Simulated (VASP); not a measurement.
# Ti (Pm-3m) in VASP: a series of runs

Runs on Ti. Level: LDA. Tasks: density of states.

Program: VASP 6.6.1. These are calculated values, not measurements. Logs are shortened: lines on timing, memory, paths and dates and some standing lists are left out, and cuts for length are marked.

## 1. The cell of the first run

Symmetry: Pm-3m, No. 221, cubic system. The conventional cell has a = 2.209 Å, b = 2.209 Å, c = 2.209 Å, α = 90.00°, β = 90.00°, γ = 90.00°. Within 2.9 Å of Ti (site symmetry m-3m) lie 6 Ti at 2.21 Å.

## 2. Density of states, LDA (volume scaled by 0.65)

POSCAR

```
Ti
1.0
    2.2089800050      0.0000000000      0.0000000000
    0.0000000000      2.2089800050      0.0000000000
    0.0000000000      0.0000000000      2.2089800050
Ti
1
Direct
    0.0000000000      0.0000000000      0.0000000000
```

INCAR.step1

```
PREC = Accurate ; ENCUT = 520
EDIFF = 1E-6 ; ISMEAR = -1
SIGMA = 0.05 ; LREAL = F
LASPH = T ; NELM = 80
ALGO = Normal ; ISIF = 2
LWAVE = F ; LCHARG = T
LMAXMIX = 4 ; NBANDS = 12
```

KPOINTS.step1

```
Automatic mesh
0
Gamma
  15 15 15
```

INCAR.step2

```
PREC = Accurate ; ENCUT = 520
EDIFF = 1E-6 ; ISMEAR = -5
SIGMA = 0.05 ; LREAL = F
LASPH = T ; NELM = 80
ALGO = Normal ; ISIF = 2
LWAVE = F ; LCHARG = F
LMAXMIX = 4 ; LORBIT = 10
NBANDS = 12 ; NEDOS = 1001
ICHARG = 11
```

KPOINTS.step2

```
Automatic mesh
0
Gamma
  23 23 23
```

Potentials or basis: VASP PAW LDA potentials, release 64 (Ti_sv).

Command:

```console
> cat potpaw_LDA.64/Ti_sv/POTCAR > POTCAR
> cp INCAR.step1 INCAR
> cp KPOINTS.step1 KPOINTS
> mpirun -np 1 vasp_std > vasp.out
> cp INCAR.step2 INCAR
> cp KPOINTS.step2 KPOINTS
> mpirun -np 1 vasp_std > vasp.out
```

OUTCAR:

```text
PREC = Accurate
   ENCUT = 520
   EDIFF = 1E-6
   ISMEAR = -5
   LREAL = F
   LASPH = T
   NELM = 80
   ISIF = 2
   LORBIT = 10
   ICHARG = 11

 ion  position               nearest neighbor table
   1  0.000  0.000  0.000-

  LATTYP: Found a simple cubic cell.
 ALAT       =     2.2089800050

  Lattice vectors:

 A1 = (   2.2089800050,   0.0000000000,   0.0000000000)
 A2 = (   0.0000000000,   2.2089800050,   0.0000000000)
 A3 = (   0.0000000000,   0.0000000000,   2.2089800050)

Analysis of symmetry for initial positions (statically):
=====================================================================
 Subroutine PRICEL returns:
 Original cell was already a primitive cell.

 Routine SETGRP: Setting up the symmetry group for a
 simple cubic supercell.

 Subroutine GETGRP returns: Found 48 space group operations
 (whereof 48 operations were pure point group operations)
 out of a pool of 48 trial point group operations.

The static configuration has the point symmetry O_h .

Analysis of symmetry for dynamics (positions and initial velocities):
=====================================================================
 Subroutine PRICEL returns:
 Original cell was already a primitive cell.

 Routine SETGRP: Setting up the symmetry group for a
 simple cubic supercell.

 Subroutine GETGRP returns: Found 48 space group operations
 (whereof 48 operations were pure point group operations)
 out of a pool of 48 trial point group operations.

The dynamic configuration has the point symmetry O_h .

 Subroutine INISYM returns: Found 48 space group operations
 (whereof 48 operations are pure point group operations),
 and found     1 'primitive' translations

----------------------------------------------------------------------------------------

                                     Primitive cell

  volume of cell :      10.7789

  direct lattice vectors                    reciprocal lattice vectors
     2.208980005  0.000000000  0.000000000     0.452697624  0.000000000  0.000000000
     0.000000000  2.208980005  0.000000000     0.000000000  0.452697624  0.000000000
     0.000000000  0.000000000  2.208980005     0.000000000  0.000000000  0.452697624

  length of vectors
     2.208980005  2.208980005  2.208980005     0.452697624  0.452697624  0.452697624

  position of ions in fractional coordinates (direct lattice)
     0.000000000  0.000000000  0.000000000

  ion indices of the primitive-cell ions
   primitive index   ion index
                 1           1

----------------------------------------------------------------------------------------

 KPOINTS: Automatic mesh

Automatic generation of k-mesh.
 Grid dimensions read from file:
 generate k-points for:   23   23   23

 Generating k-lattice:

  Cartesian coordinates                     Fractional coordinates (reciprocal lattice)
     0.019682505  0.000000000  0.000000000     0.043478261  0.000000000  0.000000000
     0.000000000  0.019682505  0.000000000     0.000000000  0.043478261  0.000000000
     0.000000000  0.000000000  0.019682505     0.000000000  0.000000000  0.043478261

  Length of vectors
     0.019682505  0.019682505  0.019682505

  Shift w.r.t. Gamma in fractional coordinates (k-lattice)
     0.000000000  0.000000000  0.000000000

 TETIRR: Found   6051 inequivalent tetrahedra from    73002

 Subroutine IBZKPT returns following result:
 ===========================================

 Found    364 irreducible k-points:

 Following reciprocal coordinates:
            Coordinates               Weight
  0.000000  0.000000  0.000000      1.000000
  0.043478  0.000000  0.000000      6.000000
  0.086957  0.000000  0.000000      6.000000
  0.130435  0.000000  0.000000      6.000000
  0.173913  0.000000  0.000000      6.000000
  0.217391  0.000000  0.000000      6.000000
[... 16 lines left out ...]
  0.478261  0.043478  0.000000     24.000000
  0.086957  0.086957  0.000000     12.000000
 [... further k-points ...]
   k-points           NKPTS =    364   k-points in BZ     NKDIM =    364   number of bands    NBANDS=     12
   number of dos      NEDOS =   1001   number of ions     NIONS =      1
   total plane-waves  NPLWV =   4096
   dimension x,y,z NGX =    16 NGY =   16 NGZ =   16
   dimension x,y,z NGXF=    32 NGYF=   32 NGZF=   32
   ions per type =               1
   NGX,Y,Z   is equivalent  to a cutoff of  12.04, 12.04, 12.04 a.u.
   NGXF,Y,Z  is equivalent  to a cutoff of  24.08, 24.08, 24.08 a.u.
 SYSTEM =  unknown system
   PREC   = accura    normal or accurate (medium, high low for compatibility)
   ISTART =      0    job   : 0-new  1-cont  2-samecut
   ICHARG =     11    charge: 1-file 2-atom 10-const
   ISPIN  =      1    spin polarized calculation?
   LNONCOLLINEAR =      F non collinear calculations
   LSORBIT =      F    spin-orbit coupling
   LASPH  =      T    aspherical Exc in radial PAW
   ENCUT  =  520.0 eV  38.22 Ry    6.18 a.u.   4.11  4.11  4.11*2*pi/ulx,y,z
   NELM   =     80;   NELMIN=  2; NELMDL=  0     # of ELM steps
   EDIFF  = 0.1E-05   stopping-criterion for ELM
   LREAL  =      F    real-space projection
   EDIFFG = 0.1E-04   stopping-criterion for IOM
   NSW    =      0    number of steps for IOM
   IBRION =     -1    ionic relax: 0-MD 1-quasi-New 2-CG
   NFREE  =      0    steps in history (QN), initial steepest desc. (CG)
   ISIF   =      2    stress and relaxation
   ISYM   =      2    0-nonsym 1-usesym 2-fastsym
   POTIM  = 0.5000    time-step for ionic-motion
   TEBEG  =    0.0;   TEEND  =   0.0 temperature during run
   PSTRESS=    0.0 pullay stress
   NELECT =      12.0000    total number of electrons
   NUPDOWN=      -1.0000    fix difference up-down
   EMIN   =  10.00;   EMAX   =-10.00  energy-range for DOS
   EFERMI =   0.00;   METHOD = LEGACY
   ISMEAR =    -5;   SIGMA  =   0.05  broadening in eV -4-tet -1-fermi 0-gaus
   EFERMI_NEDOS =   21; number of points for ismear=-14 and -15
   IALGO  =     38    algorithm
   IMIX   =      4    mixing-type and parameters
     AMIX     =   0.40;   BMIX     =  1.00
     AMIX_MAG =   1.60;   BMIX_MAG =  1.00
  volume/ion in A,a.u.               =      10.78        72.74
  Fermi-wavevector in a.u.,A,eV,Ry     =   1.696720  3.206336 39.169242  2.878858
  Thomas-Fermi vector in A             =   2.777531
   LORBIT       =     10    0 simple, 1 ext, 2 COOP (PROOUT), +10 PAW based schemes
   GGA     = CA    functional components
   LHFCALC =     F    Hartree Fock is set to
   AEXX    =    0.0000 exact exchange contribution
   IVDW    =     0    specifies the selected vdW correction
   LEPSILON=     F    determine dielectric tensor
   LRPA    =     F    only Hartree local field effects (RPA)
 non-spin polarized calculation
 Fermi weights with tetrahedron method with Bloechl corrections
  energy-cutoff  :      520.00
  volume of cell :       10.78
 maximum number of plane-waves:       300

 number of electron      12.0000009 magnetization

 Free energy of the ion-electron system (eV)
  ---------------------------------------------------
  ext. energy  EPLUGINS =         0.00000000
  ---------------------------------------------------
  free energy    TOTEN  =        -6.63730763 eV

  energy without entropy =       -6.63730763  energy(sigma->0) =       -6.63730763

 E-fermi :  14.0294     XC(G=0): -14.1696

 val. band max:       14.0309008151   @ k =   0.3913   0.2609   0.1304
 cond. band min:      13.9935405426   @ k =   0.4348   0.2174   0.2174
 fundamental gap:     -0.0373602726
 Fermi energy:        14.0293617340

 k-point     1 :       0.0000    0.0000    0.0000
  band No.  band energies     occupation
      1     -42.1700      2.00000
      2     -16.5635      2.00000
      3     -16.5635      2.00000
      4     -16.5635      2.00000
      5       7.8753      2.00000
      6      10.9889      2.00000
      7      10.9889      2.00000
      8      20.7120      0.00000
      9      20.7120      0.00000
     10      20.7120      0.00000
     11      36.6738      0.00000
     12      36.6738      0.00000

 k-point     2 :       0.0435    0.0000    0.0000
  band No.  band energies     occupation
      1     -42.1568      2.00000
      2     -16.6407      2.00000
      3     -16.5570      2.00000
      4     -16.5570      2.00000
      5       7.9585      2.00000
      6      11.0111      2.00000
      7      11.0832      2.00000
      8      20.6200      0.00000
      9      20.6200      0.00000
     10      20.7187      0.00000
     11      36.1811      0.00000
     12      36.8052      0.00000

 k-point     3 :       0.0870    0.0000    0.0000
  band No.  band energies     occupation
      1     -42.1179      2.00000
      2     -16.8636      2.00000
      3     -16.5380      2.00000
      4     -16.5380      2.00000
      5       8.1957      2.00000
      6      11.0765      2.00000
      7      11.3656      2.00000
      8      20.3577      0.00000
      9      20.3577      0.00000
     10      20.7382      0.00000
     11      35.0068      0.00000
     12      37.1859      0.00000
[... 286 lines left out ...]
 k-point    23 :       0.4783    0.0435    0.0000
  band No.  band energies     occupation
      1     -41.3891      2.00000
      2     -20.1733      2.00000
      3     -16.2733      2.00000
      4     -16.1986      2.00000
      5      12.3960      2.00000
      6      12.6172      2.00000
      7      14.9679     -0.02913
      8      16.8883      0.00000
      9      17.3268      0.00000
     10      21.0054      0.00000
     11      27.4106      0.00000
     12      34.5645      0.00000

 k-point    24 :       0.0870    0.0870    0.0000
  band No.  band energies     occupation
      1     -42.0660      2.00000
      2     -16.8571      2.00000
      3     -16.8144      2.00000
      4     -16.5126      2.00000
      5       8.5118      2.00000
      6      11.3104      2.00000
      7      11.5873      2.00000
      8      19.9882      0.00000
      9      20.3139      0.00000
     10      20.4644      0.00000
     11      35.3673      0.00000
     12      35.4772      0.00000

 [... further k-points ...]
[... 5 lines left out ...]
  --------------------------------------------------------------------------------------
  -------------------------------------------------------------------------------------
  Total        5.9595222      5.9595222      5.9595222      0.0000000     -0.0000000     -0.0000000
  in kB      885.8224248    885.8224248    885.8224248      0.0000000     -0.0000000     -0.0000000
  external PRESSURE =     885.8224248 kB  Pullay stress =       0.0000000 kB

 VOLUME and BASIS-vectors are now :
 -----------------------------------------------------------------------------
  energy-cutoff  :      520.00
  volume of cell :       10.78
      direct lattice vectors                 reciprocal lattice vectors
     2.208980005  0.000000000  0.000000000     0.452697624  0.000000000  0.000000000
     0.000000000  2.208980005  0.000000000     0.000000000  0.452697624  0.000000000
     0.000000000  0.000000000  2.208980005     0.000000000  0.000000000  0.452697624

 POSITION                                       TOTAL-FORCE (eV/Angst)
 -----------------------------------------------------------------------------------
      0.00000      0.00000      0.00000         0.000000      0.000000      0.000000
 -----------------------------------------------------------------------------------
    total drift:                               -0.000000     -0.000000      0.000000

  FREE ENERGIE OF THE ION-ELECTRON SYSTEM (eV)
  ---------------------------------------------------
  free  energy   TOTEN  =        -6.6373076297 eV

  energy  without entropy=       -6.6373076297  energy(sigma->0) =       -6.63730763

 total charge

# of ion       s       p       d       tot
------------------------------------------
    1        2.317   6.152   2.809  11.278
```

Run time: 60 s. Hardware: 1 thread of AMD EPYC 7R43 (Zen 3), shared host; peak memory 0.12 GiB.

Results:

| Item | Value |
| --- | --- |
| Valence electrons inside the program's atomic spheres | Ti 11.28 |

Levels at points of the mesh, in eV from the Fermi level:
```csv
k point,band 3,band 4,band 5,band 6,band 7,band 8,band 9,band 10
"(0.00, 0.00, 0.00)",-30.59,-30.59,-6.15,-3.04,-3.04,6.68,6.68,6.68
```

Caveat: the cell differs from its parent crystal (volume scaled by 0.65); tetrahedron occupations give inexact forces and stress in metals.

## 3. Density of states, LDA

This run uses another cell than the first one, of 16.58 Å³/atom, 1.538 times its volume.

POSCAR

```
Ti
1.0
    2.5500811397      0.0000000000      0.0000000000
    0.0000000000      2.5500811397      0.0000000000
    0.0000000000      0.0000000000      2.5500811397
Ti
1
Direct
    0.0000000000      0.0000000000      0.0000000000
```

INCAR.step1

```
SYSTEM = Ti
  PREC = Accurate
  ENCUT = 520
  EDIFF = 1E-6
  ISMEAR = -1
  SIGMA = 0.05
  LREAL = .False.
  LASPH = .True.
  NELM = 80
  ALGO = Normal
  ISIF = 2
  LWAVE = .False.
  LCHARG = .True.
  LMAXMIX = 4
  NBANDS = 12
```

KPOINTS.step1

```
Automatic mesh
0
Gamma
  15 15 15
  0 0 0
```

INCAR.step2

```
SYSTEM = Ti
  PREC = Accurate
  ENCUT = 520
  EDIFF = 1E-6
  ISMEAR = -5
  SIGMA = 0.05
  LREAL = .False.
  LASPH = .True.
  NELM = 80
  ALGO = Normal
  ISIF = 2
  LWAVE = .False.
  LCHARG = .False.
  LMAXMIX = 4
  LORBIT = 11
  NEDOS = 1001
  ICHARG = 11
```

KPOINTS.step2

```
Automatic mesh
0
Gamma
  23 23 23
  0 0 0
```

Potentials or basis: VASP PAW LDA potentials, release 64 (Ti_sv).

Command:

```console
> cat potpaw_LDA.64/Ti_sv/POTCAR > POTCAR
> cp INCAR.step1 INCAR
> cp KPOINTS.step1 KPOINTS
> mpirun -np 1 vasp_std > vasp.out
> cp INCAR.step2 INCAR
> cp KPOINTS.step2 KPOINTS
> mpirun -np 1 vasp_std > vasp.out
```

It took 97 s on 1 thread of AMD EPYC 7R43 (Zen 3), shared host; peak memory 0.14 GiB.

It converged, with:

```yaml
Valence_electrons_inside_the_program's_atomic_spheres: Ti 10.52
```

Levels at points of the mesh, in eV from the Fermi level:
| k point | band 4 | band 5 | band 6 | band 7 | band 8 | band 9 |
| --- | --- | --- | --- | --- | --- | --- |
| (0.00, 0.00, 0.00) | -31.78 | -5.85 | -1.54 | -1.54 | 4.33 | 4.33 |

Caveat: tetrahedron occupations give inexact forces and stress in metals.

## 4. Density of states, LDA

This run uses another cell than the first one, of 16.58 Å³/atom, 1.538 times its volume.

POSCAR is that of step 3.

INCAR.step1

```
SYSTEM = Ti
PREC     = Accurate       ! precision mode
ENCUT    = 520            ! plane-wave cutoff, eV
EDIFF    = 1E-6           ! SCF threshold, eV
ISMEAR   = -1             ! smearing method
SIGMA    = 0.05           ! smearing width, eV
LREAL    = .False.        ! projectors in reciprocal space
LASPH    = .True.         ! aspherical terms in the spheres
NELM     = 100            ! most SCF steps
ALGO     = Normal         ! electronic algorithm
ISIF     = 2              ! what is computed and relaxed
LWAVE    = .False.        ! write WAVECAR
LCHARG   = .True.         ! write CHGCAR
LMAXMIX  = 4              ! l up to which the mixer works
GGA      = CA             ! functional
NBANDS   = 12             ! bands
```

KPOINTS.step1

```
regular mesh
0
Gamma
  15 15 15
  0 0 0
```

INCAR.step2

```
SYSTEM = Ti
PREC     = Accurate       ! precision mode
ENCUT    = 520            ! plane-wave cutoff, eV
EDIFF    = 1E-6           ! SCF threshold, eV
ISMEAR   = -5             ! smearing method
SIGMA    = 0.05           ! smearing width, eV
LREAL    = .False.        ! projectors in reciprocal space
LASPH    = .True.         ! aspherical terms in the spheres
NELM     = 100            ! most SCF steps
ALGO     = Normal         ! electronic algorithm
ISIF     = 2              ! what is computed and relaxed
LWAVE    = .False.        ! write WAVECAR
LCHARG   = .False.        ! write CHGCAR
LMAXMIX  = 4              ! l up to which the mixer works
GGA      = CA             ! functional
LORBIT   = 11             ! projections on sites
NEDOS    = 2001           ! points of the DOS
ICHARG   = 11             ! starting density
```

KPOINTS.step2

```
regular mesh
0
Gamma
  23 23 23
  0 0 0
```

Command:

```console
> cat potpaw_LDA.64/Ti_sv/POTCAR > POTCAR
> cp INCAR.step1 INCAR
> cp KPOINTS.step1 KPOINTS
> mpirun -np 1 vasp_std > vasp.out
> cp INCAR.step2 INCAR
> cp KPOINTS.step2 KPOINTS
> mpirun -np 1 vasp_std > vasp.out
```

It took 1.7 min on 1 thread of AMD EPYC 7R43 (Zen 3), shared host; peak memory 0.14 GiB.

Results (log left out):

```yaml
Valence_electrons_inside_the_program's_atomic_spheres: Ti 10.52
```

Levels at points of the mesh, in eV from the Fermi level:
```
           k point  band 3  band 4  band 5  band 6  band 7  band 8  band 9  band 10
(0.00, 0.00, 0.00)  -31.78  -31.78   -5.85   -1.54   -1.54    4.33    4.33     4.33
```

Caveat: tetrahedron occupations give inexact forces and stress in metals.
